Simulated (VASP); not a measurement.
# Pb in VASP: a series of runs, part 2 of 2

VASP 6.6.1.

## (4) Single point, PBEsol

This run uses another cell than the first one, of 41.26 Å³/atom, 1.129 times its volume.

INCAR reads:

```
SYSTEM = Pb
  PREC = Accurate
  ENCUT = 520
  EDIFF = 1E-6
  ISMEAR = -1
  SIGMA = 0.05
  LREAL = .FALSE.
  LASPH = .TRUE.
  NELM = 60
  ALGO = Normal
  ISIF = 2
  LWAVE = .FALSE.
  LCHARG = .FALSE.
  GGA = PS
  NBANDS = 21
```

KPOINTS reads:

```
Automatic mesh
0
G
  7 7 7
  0 0 0
```

POSCAR reads:

```
Pb
1.0
    0.0000000000      3.4554995292      3.4554995292
    3.4554995292      0.0000000000      3.4554995292
    3.4554995292      3.4554995292      0.0000000000
Pb
2
Direct
    0.2500000000      0.2500000000      0.2500000000
    0.0000000000      0.0000000000      0.0000000000
```

Potentials or basis: VASP PAW PBE potentials, release 64 (Pb_d).

Command:

```
> cat potpaw_PBE.64/Pb_d/POTCAR > POTCAR
> mpirun -np 1 vasp_std > vasp.out
```

OUTCAR:

```text
SYSTEM = Pb
   PREC = Accurate
   ENCUT = 520
   EDIFF = 1E-6
   ISMEAR = -1
   LREAL = .FALSE.
   LASPH = .TRUE.
   NELM = 60
   ISIF = 2
   GGA = PS

 ion  position               nearest neighbor table
   1  0.250  0.250  0.250-   2 2.99   2 2.99   2 2.99   2 2.99
   2  0.000  0.000  0.000-   1 2.99   1 2.99   1 2.99   1 2.99

  LATTYP: Found a face centered cubic cell.
 ALAT       =     6.9109990584

  Lattice vectors:

 A1 = (   0.0000000000,   3.4554995292,   3.4554995292)
 A2 = (   3.4554995292,   0.0000000000,   3.4554995292)
 A3 = (   3.4554995292,   3.4554995292,   0.0000000000)

Analysis of symmetry for initial positions (statically):
=====================================================================
 Subroutine PRICEL returns:
 Original cell was already a primitive cell.

 Routine SETGRP: Setting up the symmetry group for a
 face centered cubic supercell.

 Subroutine GETGRP returns: Found 48 space group operations
 (whereof 24 operations were pure point group operations)
 out of a pool of 48 trial point group operations.

The static configuration has the point symmetry T_d .
 The point group associated with its full space group is O_h .

Analysis of symmetry for dynamics (positions and initial velocities):
=====================================================================
 Subroutine PRICEL returns:
 Original cell was already a primitive cell.

 Routine SETGRP: Setting up the symmetry group for a
 face centered cubic supercell.

 Subroutine GETGRP returns: Found 48 space group operations
 (whereof 24 operations were pure point group operations)
 out of a pool of 48 trial point group operations.

The dynamic configuration has the point symmetry T_d .
 The point group associated with its full space group is O_h .

[... 103 lines left out ...]
   PSTRESS=    0.0 pullay stress
   NELECT =      28.0000    total number of electrons
   NUPDOWN=      -1.0000    fix difference up-down
   EMIN   =  10.00;   EMAX   =-10.00  energy-range for DOS
   EFERMI =   0.00;   METHOD = LEGACY
   ISMEAR =    -1;   SIGMA  =   0.05  broadening in eV -4-tet -1-fermi 0-gaus
   EFERMI_NEDOS =   21; number of points for ismear=-14 and -15
   IALGO  =     38    algorithm
   IMIX   =      4    mixing-type and parameters
     AMIX     =   0.40;   BMIX     =  1.00
     AMIX_MAG =   1.60;   BMIX_MAG =  1.00
  volume/ion in A,a.u.               =      41.26       278.44
  Fermi-wavevector in a.u.,A,eV,Ry     =   1.141844  2.157772 17.739373  1.303807
  Thomas-Fermi vector in A             =   2.278543
   LORBIT       =      0    0 simple, 1 ext, 2 COOP (PROOUT), +10 PAW based schemes
   GGA     = PS    functional components
   LHFCALC =     F    Hartree Fock is set to
   AEXX    =    0.0000 exact exchange contribution
   IVDW    =     0    specifies the selected vdW correction
   LEPSILON=     F    determine dielectric tensor
   LRPA    =     F    only Hartree local field effects (RPA)
 non-spin polarized calculation
  energy-cutoff  :      520.00
  volume of cell :       82.52
 maximum number of plane-waves:      2239
   NGX = 19   NGY = 19   NGZ = 19

 number of electron      27.9999993 magnetization

 Free energy of the ion-electron system (eV)
  ---------------------------------------------------
  ext. energy  EPLUGINS =         0.00000000
  ---------------------------------------------------
  free energy    TOTEN  =        -7.35066170 eV

  energy without entropy =       -7.34452900  energy(sigma->0) =       -7.34759535

 E-fermi :   4.0380     XC(G=0):  -8.5556

 val. band max:        4.0091781315   @ k =  -0.1429   0.1429   0.0000
 cond. band min:       4.0526367301   @ k =   0.1429   0.0000   0.0000
 fundamental gap:      0.0434585986
 Fermi energy:         4.0379924306

 k-point     1 :       0.0000    0.0000    0.0000
  band No.  band energies     occupation
      1     -13.0635      2.00000
      2     -13.0635      2.00000
      3     -13.0635      2.00000
      4     -12.9879      2.00000
      5     -12.9879      2.00000
      6     -12.5706      2.00000
[... 469 lines left out ...]
     20      12.4895      0.00000
     21      13.6010      0.00000

------------------------ aborting loop because EDIFF is reached ----------------------------------------

  FORCE on cell =-STRESS in cart. coord.  units (eV):
  Direction    XX          YY          ZZ          XY          YZ          ZX
  --------------------------------------------------------------------------------------
  -------------------------------------------------------------------------------------
  Total       -0.0319330     -0.0319330     -0.0319330     -0.0000000     -0.0000000      0.0000000
  in kB       -0.6199940     -0.6199940     -0.6199940     -0.0000000     -0.0000000      0.0000000
  external PRESSURE =      -0.6199940 kB  Pullay stress =       0.0000000 kB

 VOLUME and BASIS-vectors are now :
 -----------------------------------------------------------------------------
  energy-cutoff  :      520.00
  volume of cell :       82.52
      direct lattice vectors                 reciprocal lattice vectors
     0.000000000  3.455499529  3.455499529    -0.144696880  0.144696880  0.144696880
     3.455499529  0.000000000  3.455499529     0.144696880 -0.144696880  0.144696880
     3.455499529  3.455499529  0.000000000     0.144696880  0.144696880 -0.144696880

 POSITION                                       TOTAL-FORCE (eV/Angst)
 -----------------------------------------------------------------------------------
      1.72775      1.72775      1.72775        -0.000000     -0.000000     -0.000000
      0.00000      0.00000      0.00000         0.000000      0.000000      0.000000
 -----------------------------------------------------------------------------------
    total drift:                                0.000000      0.000000      0.000000

  FREE ENERGIE OF THE ION-ELECTRON SYSTEM (eV)
  ---------------------------------------------------
  free  energy   TOTEN  =        -7.3506617031 eV

  energy  without entropy=       -7.3445289996  energy(sigma->0) =       -7.34759535
```

OSZICAR:

```text
N       E                     dE             d eps       ncg     rms          rms(c)
DAV:   1     0.296616996843E+03    0.29662E+03   -0.13581E+04   840   0.146E+03
DAV:   2     0.147103669655E+02   -0.28191E+03   -0.27647E+03   845   0.393E+02
DAV:   3    -0.656774841111E+01   -0.21278E+02   -0.21123E+02  1020   0.137E+02
DAV:   4    -0.735157157195E+01   -0.78382E+00   -0.78344E+00   970   0.312E+01
DAV:   5    -0.739940344533E+01   -0.47832E-01   -0.47831E-01  1305   0.687E+00    0.153E+00
DAV:   6    -0.736470982613E+01    0.34694E-01   -0.35124E-02  1142   0.271E+00    0.857E-01
DAV:   7    -0.735013308023E+01    0.14577E-01   -0.29076E-02  1160   0.222E+00    0.165E-01
DAV:   8    -0.735047415556E+01   -0.34108E-03   -0.46610E-03  1029   0.779E-01    0.385E-02
DAV:   9    -0.735065457226E+01   -0.18042E-03   -0.29453E-04   961   0.194E-01    0.137E-02
DAV:  10    -0.735065998896E+01   -0.54167E-05   -0.26227E-05  1107   0.578E-02    0.465E-03
DAV:  11    -0.735066172859E+01   -0.17396E-05   -0.34649E-06   805   0.172E-02    0.496E-04
DAV:  12    -0.735066170311E+01    0.25485E-07   -0.28581E-07   630   0.734E-03
   1 F= -.73506617E+01 E0= -.73475954E+01  d E =-.613270E-02
```

Run time: 11 s. Hardware: 1 thread of Intel Xeon 6975P-C (Granite Rapids), shared host; peak memory 0.2 GiB.

What came out:

```
Free energy            : -7.3507 eV
Pressure               : -0.1 GPa
Band gap on the k mesh : zero (band 14 reaches 4.43 eV, above the bottom of band 15 at 3.34 eV)
```

Caveat: the PAW data sets were made with another functional, which shifts forces and pressure a little; spin-orbit coupling is left out, which moves the levels of the heavy elements.

## (5) Single point, PBEsol

This run uses another cell than the first one, of 39.86 Å³/atom, 1.091 times its volume.

INCAR reads:

```
SYSTEM = Pb
PREC = Accurate ; ENCUT = 520
EDIFF = 1E-7 ; ISMEAR = -1
SIGMA = 0.05 ; LREAL = .False.
LASPH = .True. ; NELM = 60
ALGO = Fast ; ISIF = 2
LWAVE = .False. ; LCHARG = .False.
GGA = PS ; NBANDS = 21
```

KPOINTS reads:

```
Automatic mesh
0
Gamma
  6 6 6
  0 0 0
```

POSCAR reads:

```
Pb
1.0
    0.0000000000      3.4390000555      3.3702200544
    3.4390000555      0.0000000000      3.3702200544
    3.4390000555      3.4390000555      0.0000000000
Pb
2
Direct
    0.2500000000      0.2500000000      0.2500000000
    0.0000000000      0.0000000000      0.0000000000
```

Command:

```
> cat potpaw_PBE.64/Pb_d/POTCAR > POTCAR
> mpirun -np 1 vasp_std > vasp.out
```

Run time: 22 s. Hardware: 1 thread of Intel Xeon 6975P-C (Granite Rapids), shared host; peak memory 0.21 GiB.

Results (log left out):

```yaml
Free_energy: -7.3284 eV
Pressure: 1.2 GPa
Band_gap_on_the_k_mesh: zero (band 14 reaches 4.72 eV, above the bottom of band 15 at 3.64 eV)
```

Levels at points of the mesh, in eV from the Fermi level:
```csv
k point,band 11,band 12,band 13,band 14,band 15,band 16,band 17,band 18
"(0.00, 0.00, 0.00)",-11.19,-3.75,0.46,0.46,0.59,2.46,2.54,2.54
"(0.50, 0.00, 0.00)",-9.79,-7.06,-0.90,-0.74,-0.62,3.60,3.67,5.44
"(0.50, 0.50, 0.00)",-8.42,-8.42,-2.01,-2.01,0.84,0.84,7.42,7.42
"(0.50, 0.00, 0.50)",-8.47,-8.47,-1.91,-1.91,0.94,0.94,7.37,7.37
```

Caveat: the PAW data sets were made with another functional, which shifts forces and pressure a little; spin-orbit coupling is left out, which moves the levels of the heavy elements.

## (6) Overview

| cell | k mesh | gap on the mesh (eV) | pressure (GPa) |
| --- | --- | --- | --- |
| a = 4.693 Å, angles 60.0°, 2 atoms | 7 × 7 × 7 | none | 4.9 |
| a = 4.795 Å, angles 60.0°, 2 atoms | 7 × 7 × 7 | none | 1.9 |
| a = 4.887 Å, angles 60.0°, 2 atoms | 7 × 7 × 7 | none | -0.1 |
| a = 4.815, b = 4.815, c = 4.863 Å, angles 59.7, 59.7, 60.7°, 2 atoms | 6 × 6 × 6 | none | 1.2 |

Alike in all rows: task single point; level PBEsol; potentials or basis VASP PAW PBE potentials, release 64 (Pb_d); no spin polarisation; cutoff (eV) 520; smearing fermi-dirac 0.05 eV.

Caveats: the PAW data sets were made with another functional, which shifts forces and pressure a little; spin-orbit coupling is left out, which moves the levels of the heavy elements.

Absolute energies hang on the potentials; compare differences alone.
